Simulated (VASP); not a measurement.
Here is a VASP 6.6.1 calculation.

Contents of INCAR:

```
SYSTEM = YN
  ALGO = Normal
  EDIFF = 1E-6
  ENCUT = 600
  GGA = PE
  GGA_COMPAT = .False.
  ISIF = 2
  ISMEAR = -1
  LASPH = .True.
  LCHARG = .False.
  LREAL = .False.
  LWAVE = .False.
  NBANDS = 15
  NELM = 120
  PREC = Accurate
  SIGMA = 0.15
```

The input KPOINTS:

```
k-points
0
Gamma
  4 4 4
  0 0 0
```

The input POSCAR:

```
YN
1.0
    0.0000000000      2.4385000000      2.4385000000
    2.4385000000      0.0000000000      2.4385000000
    2.4385000000      2.4385000000      0.0000000000
Y N
1 1
Direct
    0.0000000000      0.0000000000      0.0000000000
    0.5000000000      0.5000000000      0.5000000000
```

Potentials or basis: VASP PAW PBE potentials, release 64 (Y_sv, N).

The run is started by

```sh
$ cat potpaw_PBE.64/Y_sv/POTCAR potpaw_PBE.64/N/POTCAR > POTCAR
$ mpirun -np 1 vasp_std > vasp.out
```

Task: What does it give for the band gap on the k mesh?

Result: 0.16 eV, indirect (least direct gap 0.55 eV).

Task: Estimate the pressure.

Result: 3.0 GPa.

Caveat: the k points lie up to 0.56 Å⁻¹ apart. A k mesh can miss the band edges.
